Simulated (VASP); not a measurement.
# Ag (Fm-3m) in VASP: further runs

Ag is run at these levels: LDA; tasks: single point, relaxation of cell and atoms.

Everything below comes from runs of VASP 6.6.1. Logs are shortened: lines on timing, memory, paths and dates and some standing lists are left out, and cuts for length are marked.

## Step 1: The cell of the first run

The structure is cubic, space group Fm-3m (No. 225). Conventional cell: a = 4.002 Å, b = 4.002 Å, c = 4.002 Å, α = 90.00°, β = 90.00°, γ = 90.00°. Within 3.7 Å of Ag (site symmetry m-3m) lie 12 Ag at 2.83 Å.

## Step 2: Single point, LDA

INCAR

```
PREC     = Accurate       # precision mode
ENCUT    = 520            # plane-wave cutoff, eV
EDIFF    = 1E-7           # SCF threshold, eV
ISMEAR   = -1             # smearing method
SIGMA    = 0.1            # smearing width, eV
LREAL    = F              # projectors in reciprocal space
LASPH    = T              # aspherical terms in the spheres
NELM     = 100            # most SCF steps
ALGO     = Normal         # electronic algorithm
ISIF     = 2              # what is computed and relaxed
LWAVE    = F              # write WAVECAR
LCHARG   = F              # write CHGCAR
NBANDS   = 12             # bands
```

KPOINTS

```
regular mesh
0
Gamma
  18 18 18
```

POSCAR

```
Ag
1.0
    0.0000000000      2.0009314982      2.0009314982
    2.0009314982      0.0000000000      2.0009314982
    2.0009314982      2.0009314982      0.0000000000
Ag
1
Direct
    0.0000000000      0.0000000000      0.0000000000
```

Potentials or basis: VASP PAW LDA potentials, release 64 (Ag).

The run is started by

```sh
cat potpaw_LDA.64/Ag/POTCAR > POTCAR
mpirun -np 1 vasp_std > vasp.out
```

OUTCAR:

```text
PREC = Accurate
   ENCUT = 520
   EDIFF = 1E-7
   ISMEAR = -1
   LREAL = F
   LASPH = T
   NELM = 100
   ISIF = 2

 ion  position               nearest neighbor table
   1  0.000  0.000  0.000-

  LATTYP: Found a face centered cubic cell.
 ALAT       =     4.0018629964

  Lattice vectors:

 A1 = (   0.0000000000,   2.0009314982,   2.0009314982)
 A2 = (   2.0009314982,   0.0000000000,   2.0009314982)
 A3 = (   2.0009314982,   2.0009314982,   0.0000000000)

Analysis of symmetry for initial positions (statically):
=====================================================================
 Subroutine PRICEL returns:
 Original cell was already a primitive cell.

 Routine SETGRP: Setting up the symmetry group for a
 face centered cubic supercell.

 Subroutine GETGRP returns: Found 48 space group operations
 (whereof 48 operations were pure point group operations)
 out of a pool of 48 trial point group operations.

The static configuration has the point symmetry O_h .

Analysis of symmetry for dynamics (positions and initial velocities):
=====================================================================
 Subroutine PRICEL returns:
 Original cell was already a primitive cell.

 Routine SETGRP: Setting up the symmetry group for a
 face centered cubic supercell.

 Subroutine GETGRP returns: Found 48 space group operations
 (whereof 48 operations were pure point group operations)
 out of a pool of 48 trial point group operations.

The dynamic configuration has the point symmetry O_h .

 Subroutine INISYM returns: Found 48 space group operations
 (whereof 48 operations are pure point group operations),
 and found     1 'primitive' translations

----------------------------------------------------------------------------------------

                                     Primitive cell

  volume of cell :      16.0224

  direct lattice vectors                    reciprocal lattice vectors
     0.000000000  2.000931498  2.000931498    -0.249883617  0.249883617  0.249883617
     2.000931498  0.000000000  2.000931498     0.249883617 -0.249883617  0.249883617
     2.000931498  2.000931498  0.000000000     0.249883617  0.249883617 -0.249883617

  length of vectors
     2.829744462  2.829744462  2.829744462     0.432811121  0.432811121  0.432811121

  position of ions in fractional coordinates (direct lattice)
     0.000000000  0.000000000  0.000000000

  ion indices of the primitive-cell ions
   primitive index   ion index
                 1           1

----------------------------------------------------------------------------------------

 KPOINTS: regular mesh

Automatic generation of k-mesh.
 Grid dimensions read from file:
 generate k-points for:   18   18   18

 Generating k-lattice:

  Cartesian coordinates                     Fractional coordinates (reciprocal lattice)
    -0.013882423  0.013882423  0.013882423     0.055555556  0.000000000  0.000000000
     0.013882423 -0.013882423  0.013882423     0.000000000  0.055555556  0.000000000
     0.013882423  0.013882423 -0.013882423     0.000000000  0.000000000  0.055555556

  Length of vectors
     0.024045062  0.024045062  0.024045062

  Shift w.r.t. Gamma in fractional coordinates (k-lattice)
     0.000000000  0.000000000  0.000000000

 Subroutine IBZKPT returns following result:
 ===========================================

 Found    195 irreducible k-points:

 Following reciprocal coordinates:
            Coordinates               Weight
  0.000000  0.000000  0.000000      1.000000
  0.055556  0.000000  0.000000      8.000000
  0.111111  0.000000  0.000000      8.000000
  0.166667  0.000000  0.000000      8.000000
  0.222222  0.000000  0.000000      8.000000
  0.277778  0.000000  0.000000      8.000000
[... 16 lines left out ...]
 -0.277778  0.055556  0.000000     24.000000
 -0.222222  0.055556  0.000000     24.000000
 [... further k-points ...]
   k-points           NKPTS =    195   k-points in BZ     NKDIM =    195   number of bands    NBANDS=     12
   number of dos      NEDOS =    301   number of ions     NIONS =      1
   total plane-waves  NPLWV =  13824
   dimension x,y,z NGX =    24 NGY =   24 NGZ =   24
   dimension x,y,z NGXF=    48 NGYF=   48 NGZF=   48
   ions per type =               1
   NGX,Y,Z   is equivalent  to a cutoff of  14.10, 14.10, 14.10 a.u.
   NGXF,Y,Z  is equivalent  to a cutoff of  28.20, 28.20, 28.20 a.u.
 SYSTEM =  unknown system
   PREC   = accura    normal or accurate (medium, high low for compatibility)
   ISTART =      0    job   : 0-new  1-cont  2-samecut
   ICHARG =      2    charge: 1-file 2-atom 10-const
   ISPIN  =      1    spin polarized calculation?
   LNONCOLLINEAR =      F non collinear calculations
   LSORBIT =      F    spin-orbit coupling
   LASPH  =      T    aspherical Exc in radial PAW
   ENCUT  =  520.0 eV  38.22 Ry    6.18 a.u.   5.26  5.26  5.26*2*pi/ulx,y,z
   NELM   =    100;   NELMIN=  2; NELMDL= -5     # of ELM steps
   EDIFF  = 0.1E-06   stopping-criterion for ELM
   LREAL  =      F    real-space projection
   EDIFFG = 0.1E-05   stopping-criterion for IOM
   NSW    =      0    number of steps for IOM
   IBRION =     -1    ionic relax: 0-MD 1-quasi-New 2-CG
   NFREE  =      0    steps in history (QN), initial steepest desc. (CG)
   ISIF   =      2    stress and relaxation
   ISYM   =      2    0-nonsym 1-usesym 2-fastsym
   POTIM  = 0.5000    time-step for ionic-motion
   TEBEG  =    0.0;   TEEND  =   0.0 temperature during run
   PSTRESS=    0.0 pullay stress
   NELECT =      11.0000    total number of electrons
   NUPDOWN=      -1.0000    fix difference up-down
   EMIN   =  10.00;   EMAX   =-10.00  energy-range for DOS
   EFERMI =   0.00;   METHOD = LEGACY
   ISMEAR =    -1;   SIGMA  =   0.10  broadening in eV -4-tet -1-fermi 0-gaus
   EFERMI_NEDOS =   21; number of points for ismear=-14 and -15
   IALGO  =     38    algorithm
   IMIX   =      4    mixing-type and parameters
     AMIX     =   0.40;   BMIX     =  1.00
     AMIX_MAG =   1.60;   BMIX_MAG =  1.00
  volume/ion in A,a.u.               =      16.02       108.12
  Fermi-wavevector in a.u.,A,eV,Ry     =   1.444209  2.729160 28.378227  2.085741
  Thomas-Fermi vector in A             =   2.562530
   LORBIT       =      0    0 simple, 1 ext, 2 COOP (PROOUT), +10 PAW based schemes
   GGA     = CA    functional components
   LHFCALC =     F    Hartree Fock is set to
   AEXX    =    0.0000 exact exchange contribution
   IVDW    =     0    specifies the selected vdW correction
   LEPSILON=     F    determine dielectric tensor
   LRPA    =     F    only Hartree local field effects (RPA)
 non-spin polarized calculation
  energy-cutoff  :      520.00
  volume of cell :       16.02
 maximum number of plane-waves:       444
 NGX is ok and might be reduce to    24

 number of electron      11.0000002 magnetization

 Free energy of the ion-electron system (eV)
  ---------------------------------------------------
  ext. energy  EPLUGINS =         0.00000000
  ---------------------------------------------------
  free energy    TOTEN  =        -3.78771486 eV

  energy without entropy =       -3.78029724  energy(sigma->0) =       -3.78400605

 E-fermi :   9.0508     XC(G=0): -12.9527

 val. band max:        8.9934628210   @ k =   0.5000   0.2778   0.1111
 cond. band min:       9.1858345166   @ k =   0.5000   0.1111   0.0000
 fundamental gap:      0.1923716956
 Fermi energy:         9.0507526463

 k-point     1 :       0.0000    0.0000    0.0000
  band No.  band energies     occupation
      1       0.7555      2.00000
      2       4.0438      2.00000
      3       4.0438      2.00000
      4       4.0438      2.00000
      5       5.2204      2.00000
      6       5.2204      2.00000
      7      25.1890      0.00000
      8      29.0663      0.00000
      9      29.0663      0.00000
     10      29.0663      0.00000
     11      34.2445      0.00000
     12      35.6665      0.00000

 k-point     2 :       0.0556    0.0000    0.0000
  band No.  band energies     occupation
      1       0.8574      2.00000
      2       4.0175      2.00000
      3       4.0740      2.00000
      4       4.0740      2.00000
      5       5.2081      2.00000
      6       5.2081      2.00000
      7      25.2360      0.00000
      8      28.2458      0.00000
      9      29.1297      0.00000
     10      29.1297      0.00000
     11      34.4409      0.00000
     12      35.5003      0.00000

 k-point     3 :       0.1111    0.0000    0.0000
  band No.  band energies     occupation
      1       1.1518      2.00000
      2       3.9554      2.00000
      3       4.1526      2.00000
      4       4.1526      2.00000
      5       5.1836      2.00000
      6       5.1836      2.00000
      7      25.1349      0.00000
      8      26.7635      0.00000
      9      29.2949      0.00000
     10      29.2949      0.00000
     11      33.5240      0.00000
     12      34.9673      0.00000
[... 286 lines left out ...]
 k-point    23 :      -0.2778    0.0556    0.0000
  band No.  band energies     occupation
      1       2.4346      2.00000
      2       4.1890      2.00000
      3       4.2618      2.00000
      4       4.6457      2.00000
      5       5.3744      2.00000
      6       5.8991      2.00000
      7      18.8936      0.00000
      8      25.2860      0.00000
      9      27.7129      0.00000
     10      30.3105      0.00000
     11      31.9222      0.00000
     12      32.2565      0.00000

 k-point    24 :      -0.2222    0.0556    0.0000
  band No.  band energies     occupation
      1       2.2577      2.00000
      2       4.0169      2.00000
      3       4.3190      2.00000
      4       4.3257      2.00000
      5       5.1593      2.00000
      6       5.5645      2.00000
      7      21.0786      0.00000
      8      25.6238      0.00000
      9      28.2649      0.00000
     10      31.0217      0.00000
     11      31.3662      0.00000
     12      32.4950      0.00000

 [... further k-points ...]

------------------------ aborting loop because EDIFF is reached ----------------------------------------

  FORCE on cell =-STRESS in cart. coord.  units (eV):
  Direction    XX          YY          ZZ          XY          YZ          ZX
  --------------------------------------------------------------------------------------
  -------------------------------------------------------------------------------------
  Total        0.0124176      0.0124176      0.0124176      0.0000000      0.0000000      0.0000000
  in kB        1.2417097      1.2417097      1.2417097      0.0000000      0.0000000      0.0000000
  external PRESSURE =       1.2417097 kB  Pullay stress =       0.0000000 kB

 VOLUME and BASIS-vectors are now :
 -----------------------------------------------------------------------------
  energy-cutoff  :      520.00
  volume of cell :       16.02
      direct lattice vectors                 reciprocal lattice vectors
     0.000000000  2.000931498  2.000931498    -0.249883617  0.249883617  0.249883617
     2.000931498  0.000000000  2.000931498     0.249883617 -0.249883617  0.249883617
     2.000931498  2.000931498  0.000000000     0.249883617  0.249883617 -0.249883617

 POSITION                                       TOTAL-FORCE (eV/Angst)
 -----------------------------------------------------------------------------------
      0.00000      0.00000      0.00000         0.000000      0.000000      0.000000
 -----------------------------------------------------------------------------------
    total drift:                               -0.000000      0.000000     -0.000000

  FREE ENERGIE OF THE ION-ELECTRON SYSTEM (eV)
  ---------------------------------------------------
  free  energy   TOTEN  =        -3.7877148561 eV

  energy  without entropy=       -3.7802972351  energy(sigma->0) =       -3.78400605
```

Run time: 11 s. Hardware: 1 thread of Intel Xeon 6975P-C (Granite Rapids), shared host; peak memory 0.15 GiB.

What came out:

```
Free energy            : -3.7877 eV
Pressure               : 0.1 GPa
Band gap on the k mesh : zero (an odd number of electrons rules out a gap without spin polarisation)
```

Levels at points of the mesh, in eV from the Fermi level:
```
           k point  band 3  band 4  band 5  band 6  band 7  band 8  band 9  band 10
(0.00, 0.00, 0.00)   -5.01   -5.01   -3.83   -3.83   16.14   20.02   20.02    20.02
(0.50, 0.00, 0.00)   -5.03   -2.93   -2.93   -0.61    3.93   15.40   18.37    18.37
(0.50, 0.50, 0.00)   -2.97   -2.70   -2.70    1.48    7.22   10.88   10.88    18.02
```

## Step 3: Single point, LDA

This run uses another cell than the first one: it holds 2 atoms, not 1.

INCAR

```
SYSTEM = Ag
ALGO     = Normal         ! electronic algorithm
EDIFF    = 1E-7           ! SCF threshold, eV
ENCUT    = 520            ! plane-wave cutoff, eV
GGA      = CA             ! functional
ISIF     = 2              ! what is computed and relaxed
ISMEAR   = -1             ! smearing method
LASPH    = .TRUE.         ! aspherical terms in the spheres
LCHARG   = .FALSE.        ! write CHGCAR
LREAL    = .FALSE.        ! projectors in reciprocal space
LWAVE    = .FALSE.        ! write WAVECAR
NBANDS   = 18             ! bands
NELM     = 60             ! most SCF steps
PREC     = Accurate       ! precision mode
SIGMA    = 0.1            ! smearing width, eV
```

KPOINTS

```
k-points
0
G
  12 12 8
  0 0 0
```

POSCAR

```
Ag
1.0
    2.0009314982      2.0009314982      0.0000000000
   -2.0009314982      2.0009314982      0.0000000000
    0.0000000000      0.0000000000      4.0018629964
Ag
2
Direct
    0.0000000000      0.0000000000      0.0000000000
    0.5000000000      0.5000000000      0.5000000000
```

Potentials or basis: VASP PAW LDA potentials, release 64 (Ag).

The run is started by

```sh
cat potpaw_LDA.64/Ag/POTCAR > POTCAR
mpirun -np 1 vasp_std > vasp.out
```

Run time: 18 s. Hardware: 1 thread of Intel Xeon 6975P-C (Granite Rapids), shared host; peak memory 0.18 GiB.

The run converged, but its numbers aren't listed here, since they failed a check.

## Step 4: Relaxation of cell and atoms, LDA

This run uses another cell than the first one, of 17.05 Å³/atom.

INCAR

```
PREC = Accurate
ENCUT = 600
EDIFF = 1E-7
ISMEAR = -1
SIGMA = 0.1
LREAL = False
LASPH = True
NELM = 60
ALGO = Normal
ISIF = 3
LWAVE = False
LCHARG = False
GGA = CA
IBRION = 2
NSW = 60
EDIFFG = -0.005
```

KPOINTS

```
regular mesh
0
Gamma
  18 18 18
```

POSCAR

```
Ag
1.0
    0.0000000000      2.0428264039      2.0428264039
    2.0428264039      0.0000000000      2.0428264039
    2.0428264039      2.0428264039      0.0000000000
Ag
1
Direct
    0.0000000000      0.0000000000      0.0000000000
```

The run is started by

```sh
cat potpaw_LDA.64/Ag/POTCAR > POTCAR
mpirun -np 1 vasp_std > vasp.out
```

Run time: 30 s. Hardware: 1 thread of Intel Xeon 6975P-C (Granite Rapids), shared host; peak memory 0.17 GiB.

Results (log left out):

* Free energy: -3.7879 eV
* Relaxed volume: 16.04 Å³/atom
* Relaxed cell: a = 2.831 Å, b = 2.831 Å, c = 2.831 Å, α = 60.00°, β = 60.00°, γ = 60.00°
* Space group after relaxing (to 0.1 Å): Fm-3m (No. 225)
* Energy gained by relaxing: 24.1 meV/atom
* Ionic steps: 6
* Pressure after relaxing: 0.0 GPa
* Band gap on the k mesh: zero (an odd number of electrons rules out a gap without spin polarisation)

Step by step:
```csv
step,energy change (eV),largest force (eV/Å),pressure (GPa),volume (Å³)
1,0.0000,0.0000,-7.14,17.05
2,-0.0050,0.0000,8.14,15.24
3,-0.0241,0.0000,-0.06,16.05
4,-0.0241,0.0000,0.10,16.03
5,-0.0241,0.0000,-0.07,16.05
6,-0.0241,0.0000,-0.01,16.04
```

Final structure:
```cif
data_structure
_symmetry_space_group_name_H-M 'P 1'
_symmetry_Int_Tables_number 1
_cell_length_a 2.8308
_cell_length_b 2.8308
_cell_length_c 2.8308
_cell_angle_alpha 60.000
_cell_angle_beta 60.000
_cell_angle_gamma 60.000
_cell_volume 16.04
loop_
_atom_site_label
_atom_site_type_symbol
_atom_site_fract_x
_atom_site_fract_y
_atom_site_fract_z
_atom_site_occupancy
Ag1 Ag 0.00000 0.00000 0.00000 1
```

Levels at points of the mesh, in eV from the Fermi level:
```
           k point  band 4  band 5  band 6  band 7  band 8  band 9
(0.00, 0.00, 0.00)   -5.00   -3.83   -3.83   16.14   20.01   20.01
(0.50, 0.00, 0.00)   -2.93   -2.93   -0.60    3.93   15.40   18.36
(0.50, 0.50, 0.00)   -2.70   -2.70    1.49    7.21   10.87   10.87
```

The gap in the log of VASP goes by the Fermi energy; the results here count the filled bands.